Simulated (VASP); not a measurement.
# Na (P6_3/mmc) in VASP: further runs, part 2 of 3

VASP 6.6.1.

### Step 3. Electric field gradients, PBEsol (equal xx and yy strain of -1 %)

Contents of INCAR:

```
SYSTEM = Na
PREC     = Accurate       ! precision mode
ENCUT    = 520            ! plane-wave cutoff, eV
EDIFF    = 1E-8           ! SCF threshold, eV
ISMEAR   = -1             ! smearing method
SIGMA    = 0.05           ! smearing width, eV
LREAL    = .FALSE.        ! projectors in reciprocal space
LASPH    = .TRUE.         ! aspherical terms in the spheres
NELM     = 100            ! most SCF steps
ALGO     = Normal         ! electronic algorithm
ISIF     = 2              ! what is computed and relaxed
LWAVE    = .FALSE.        ! write WAVECAR
LCHARG   = .FALSE.        ! write CHGCAR
GGA      = PS             ! functional
LEFG     = .TRUE.       
NBANDS   = 14             ! bands
```

Contents of KPOINTS:

```
regular mesh
0
G
  13 13 7
  0 0 0
```

Contents of POSCAR:

```
Na
1.0
    3.7293309876      0.0000000000      0.0000000000
   -1.8646654938      3.2296953744      0.0000000000
    0.0000000000      0.0000000000      6.1540000000
Na
2
Direct
    0.3333333333      0.6666666667      0.2500000000
    0.6666666667      0.3333333333      0.7500000000
```

Potentials or basis: VASP PAW PBE potentials, release 64 (Na_pv).

Launch:

```
> cat potpaw_PBE.64/Na_pv/POTCAR > POTCAR
> mpirun -np 1 vasp_std > vasp.out
```

OUTCAR:

```text
SYSTEM = Na
   PREC = Accurate
   ENCUT = 520
   EDIFF = 1E-8
   ISMEAR = -1
   LREAL = .FALSE.
   LASPH = .TRUE.
   NELM = 100
   ISIF = 2
   GGA = PS

 ion  position               nearest neighbor table
   1  0.333  0.667  0.250-
   2  0.667  0.333  0.750-

  LATTYP: Found a hexagonal cell.
 ALAT       =     3.7293309876
 C/A-ratio  =     1.6501619246

  Lattice vectors:

 A1 = (   3.7293309876,   0.0000000000,   0.0000000000)
 A2 = (  -1.8646654938,   3.2296953744,   0.0000000000)
 A3 = (   0.0000000000,   0.0000000000,   6.1540000000)

Analysis of symmetry for initial positions (statically):
=====================================================================
 Subroutine PRICEL returns:
 Original cell was already a primitive cell.

 Routine SETGRP: Setting up the symmetry group for a
[... 599 lines left out ...]
  energy-cutoff  :      520.00
  volume of cell :       74.12
      direct lattice vectors                 reciprocal lattice vectors
     3.729330988  0.000000000  0.000000000     0.268144609  0.154813362  0.000000000
    -1.864665494  3.229695374  0.000000000     0.000000000  0.309626725  0.000000000
     0.000000000  0.000000000  6.154000000     0.000000000  0.000000000  0.162495938

 POSITION                                       TOTAL-FORCE (eV/Angst)
 -----------------------------------------------------------------------------------
     -0.00000      2.15313      1.53850        -0.000000      0.000000      0.000000
      1.86467      1.07657      4.61550         0.000000     -0.000000      0.000000
 -----------------------------------------------------------------------------------
    total drift:                               -0.000000      0.000000     -0.000000

  FREE ENERGIE OF THE ION-ELECTRON SYSTEM (eV)
  ---------------------------------------------------
  free  energy   TOTEN  =        -2.8018264280 eV

  energy  without entropy=       -2.7943815033  energy(sigma->0) =       -2.79810397

 Electric field gradients (V/A^2)
---------------------------------------------------------------------
 ion       V_xx      V_yy      V_zz      V_xy      V_xz      V_yz
---------------------------------------------------------------------
   1       0.191     0.195    -0.386     0.003     0.000    -0.000
   2       0.191     0.195    -0.386     0.003    -0.000     0.000
---------------------------------------------------------------------

 Electric field gradients after diagonalization (V/A^2)
 (convention: |V_zz| > |V_xx| > |V_yy|)
----------------------------------------------------------------------
 ion       V_xx      V_yy      V_zz     asymmetry (V_yy - V_xx)/ V_zz
----------------------------------------------------------------------
   1       0.197     0.190    -0.386       0.018
   2       0.197     0.190    -0.386       0.018
----------------------------------------------------------------------

           NMR quadrupolar parameters

 Cq : quadrupolar parameter    Cq=e*Q*V_zz/h
 eta: asymmetry parameters     (V_yy - V_xx)/ V_zz
 Q  : nuclear electric quadrupole moment in mb (millibarn)
----------------------------------------------------------------------
 ion       Cq(MHz)       eta       Q (mb)
----------------------------------------------------------------------
   1      -0.001       0.018       1.000
   2      -0.001       0.018       1.000
----------------------------------------------------------------------
```

It took 80 s on 1 thread of Intel Xeon Platinum 8488C (Sapphire Rapids), shared host; peak memory 0.21 GiB.

What came out:

| Item | Value |
| --- | --- |
| Free energy | -2.8018 eV |
| Pressure | -0.1 GPa |
| Band gap on the k mesh | zero (band 7 reaches 1.75 eV, above the bottom of band 8 at -1.65 eV) |

Electric field gradients, principal values (V/Å²):
| atom | least | middle | greatest (by size) |
| --- | --- | --- | --- |
| 1 Na | 0.190 | 0.197 | -0.386 |
| 2 Na | 0.190 | 0.197 | -0.386 |

Caveat: the cell differs from its parent crystal (equal xx and yy strain of -1 %); without QUAD_EFG the Cq values of the log hold for a quadrupole moment of 1 mb, not for the nuclei; the PAW data sets were made with another functional, which shifts forces and pressure a little.

### Step 4. Electric field gradients, PBEsol (equal xx and yy strain of -1 %)

Contents of INCAR:

```
PREC = Accurate
ENCUT = 520
EDIFF = 1E-8
ISMEAR = -1
SIGMA = 0.05
LREAL = False
LASPH = True
NELM = 60
ALGO = Normal
ISIF = 2
LWAVE = False
LCHARG = False
GGA = PS
LEFG = True
NBANDS = 14
```

Contents of KPOINTS:

```
Automatic mesh
0
Gamma
  13 13 7
```

POSCAR is that of step 3.

Potentials or basis: VASP PAW PBE potentials, release 64 (Na_pv).

Launch:

```
> cat potpaw_PBE.64/Na_pv/POTCAR > POTCAR
> mpirun -np 1 vasp_std > vasp.out
```

OUTCAR:

```text
PREC = Accurate
   ENCUT = 520
   EDIFF = 1E-8
   ISMEAR = -1
   LREAL = False
   LASPH = True
   NELM = 60
   ISIF = 2
   GGA = PS

 ion  position               nearest neighbor table
   1  0.333  0.667  0.250-
   2  0.667  0.333  0.750-

  LATTYP: Found a hexagonal cell.
 ALAT       =     3.7293309876
 C/A-ratio  =     1.6501619246

  Lattice vectors:

 A1 = (   3.7293309876,   0.0000000000,   0.0000000000)
 A2 = (  -1.8646654938,   3.2296953744,   0.0000000000)
 A3 = (   0.0000000000,   0.0000000000,   6.1540000000)

Analysis of symmetry for initial positions (statically):
=====================================================================
 Subroutine PRICEL returns:
 Original cell was already a primitive cell.

 Routine SETGRP: Setting up the symmetry group for a
 hexagonal supercell.

 Subroutine GETGRP returns: Found 24 space group operations
 (whereof 12 operations were pure point group operations)
 out of a pool of 24 trial point group operations.

The static configuration has the point symmetry D_3d.
 The point group associated with its full space group is D_6h.

Analysis of symmetry for dynamics (positions and initial velocities):
=====================================================================
 Subroutine PRICEL returns:
 Original cell was already a primitive cell.

 Routine SETGRP: Setting up the symmetry group for a
 hexagonal supercell.

 Subroutine GETGRP returns: Found 24 space group operations
 (whereof 12 operations were pure point group operations)
 out of a pool of 24 trial point group operations.

The dynamic configuration has the point symmetry D_3d.
 The point group associated with its full space group is D_6h.
[... 166 lines left out ...]
     11      10.3710      0.00000
     12      10.7501      0.00000
     13      10.7501      0.00000
     14      10.7655      0.00000
[... 377 lines left out ...]
      1     -24.5043      2.00000
      2     -24.4847      2.00000
      3     -24.4815      2.00000
      4     -24.4807      2.00000
      5     -24.4758      2.00000
      6     -24.4755      2.00000
      7      -2.5380      2.00000
      8       0.2891      1.10434
      9       2.5220      0.00000
     10       7.1529      0.00000
     11       9.0436      0.00000
     12       9.0884      0.00000
     13       9.8294      0.00000
     14      10.7961      0.00000

 [... further k-points ...]
[... 5 lines left out ...]
  --------------------------------------------------------------------------------------
  -------------------------------------------------------------------------------------
  Total       -0.0696560     -0.0696560     -0.0543283      0.0000000      0.0000000      0.0000000
  in kB       -1.5056340     -1.5056340     -1.1743217      0.0000000      0.0000000      0.0000000
  external PRESSURE =      -1.3951966 kB  Pullay stress =       0.0000000 kB

 VOLUME and BASIS-vectors are now :
 -----------------------------------------------------------------------------
  energy-cutoff  :      520.00
  volume of cell :       74.12
      direct lattice vectors                 reciprocal lattice vectors
     3.729330988  0.000000000  0.000000000     0.268144609  0.154813362  0.000000000
    -1.864665494  3.229695374  0.000000000     0.000000000  0.309626725  0.000000000
     0.000000000  0.000000000  6.154000000     0.000000000  0.000000000  0.162495938

 POSITION                                       TOTAL-FORCE (eV/Angst)
 -----------------------------------------------------------------------------------
     -0.00000      2.15313      1.53850        -0.000000      0.000000      0.000000
      1.86467      1.07657      4.61550         0.000000     -0.000000      0.000000
 -----------------------------------------------------------------------------------
    total drift:                               -0.000000      0.000000     -0.000000

  FREE ENERGIE OF THE ION-ELECTRON SYSTEM (eV)
  ---------------------------------------------------
  free  energy   TOTEN  =        -2.8018264280 eV

  energy  without entropy=       -2.7943815033  energy(sigma->0) =       -2.79810397

 Electric field gradients (V/A^2)
---------------------------------------------------------------------
 ion       V_xx      V_yy      V_zz      V_xy      V_xz      V_yz
---------------------------------------------------------------------
   1       0.191     0.195    -0.386     0.003     0.000    -0.000
   2       0.191     0.195    -0.386     0.003    -0.000     0.000
---------------------------------------------------------------------

 Electric field gradients after diagonalization (V/A^2)
 (convention: |V_zz| > |V_xx| > |V_yy|)
----------------------------------------------------------------------
 ion       V_xx      V_yy      V_zz     asymmetry (V_yy - V_xx)/ V_zz
----------------------------------------------------------------------
   1       0.197     0.190    -0.386       0.018
   2       0.197     0.190    -0.386       0.018
----------------------------------------------------------------------

           NMR quadrupolar parameters

 Cq : quadrupolar parameter    Cq=e*Q*V_zz/h
 eta: asymmetry parameters     (V_yy - V_xx)/ V_zz
 Q  : nuclear electric quadrupole moment in mb (millibarn)
----------------------------------------------------------------------
 ion       Cq(MHz)       eta       Q (mb)
----------------------------------------------------------------------
   1      -0.001       0.018       1.000
   2      -0.001       0.018       1.000
----------------------------------------------------------------------
```

OSZICAR:

```text
N       E                     dE             d eps       ncg     rms          rms(c)
DAV:   1     0.100630857306E+03    0.10063E+03   -0.76660E+03  2360   0.962E+02
DAV:   2     0.126015669991E+01   -0.99371E+02   -0.98329E+02  2478   0.278E+02
DAV:   3    -0.274950100387E+01   -0.40097E+01   -0.40063E+01  3006   0.639E+01
DAV:   4    -0.280496103579E+01   -0.55460E-01   -0.55458E-01  2712   0.812E+00
DAV:   5    -0.280620806796E+01   -0.12470E-02   -0.12470E-02  2952   0.123E+00    0.330E-01
DAV:   6    -0.280291290559E+01    0.32952E-02   -0.47717E-03  2928   0.107E+00    0.200E-01
DAV:   7    -0.280191762336E+01    0.99528E-03   -0.42504E-03  2952   0.875E-01    0.651E-02
DAV:   8    -0.280182573918E+01    0.91884E-04   -0.45883E-04  3012   0.380E-01    0.397E-03
DAV:   9    -0.280182641910E+01   -0.67992E-06   -0.51032E-06  2952   0.283E-02    0.164E-03
DAV:  10    -0.280182640764E+01    0.11455E-07   -0.28610E-07  2910   0.774E-03    0.211E-04
DAV:  11    -0.280182642022E+01   -0.12579E-07   -0.17022E-08  1842   0.189E-03    0.133E-04
DAV:  12    -0.280182642804E+01   -0.78142E-08   -0.53870E-09  1578   0.127E-03
   1 F= -.28018264E+01 E0= -.27981040E+01  d E =-.744492E-02
```

stdout:

```text
POSCAR found type information on POSCAR Na
 POSCAR found :  1 types and       2 ions
 scaLAPACK will be used
 -----------------------------------------------------------------------------
|                                                                             |
|                                                                             |
|     You enforced a specific xc type in the INCAR file but a different       |
|     I HOPE YOU KNOW WHAT YOU ARE DOING!                                     |
|                                                                             |
 -----------------------------------------------------------------------------

 LDA part: xc-table for (Slater+PW92), standard interpolation
 POSCAR, INCAR and KPOINTS ok, starting setup
 FFT: planning ... GRIDC
 FFT: planning ... GRID_SOFT
 FFT: planning ... GRID
 WAVECAR not read
 entering main loop
ion   1

ion   2
```

Wall time 76 s (1 thread of Intel Xeon Platinum 8488C (Sapphire Rapids), shared host); peak memory 0.21 GiB.

What came out:

```yaml
Free_energy: -2.8018 eV
Pressure: -0.1 GPa
Band_gap_on_the_k_mesh: zero (band 7 reaches 1.75 eV, above the bottom of band 8 at -1.65 eV)
```

Electric field gradients, principal values (V/Å²):
| atom | least | middle | greatest (by size) |
| --- | --- | --- | --- |
| 1 Na | 0.190 | 0.197 | -0.386 |
| 2 Na | 0.190 | 0.197 | -0.386 |

Caveat: the cell differs from its parent crystal (equal xx and yy strain of -1 %); without QUAD_EFG the Cq values of the log hold for a quadrupole moment of 1 mb, not for the nuclei; the PAW data sets were made with another functional, which shifts forces and pressure a little.

(Part 2 of 3 ends here.)
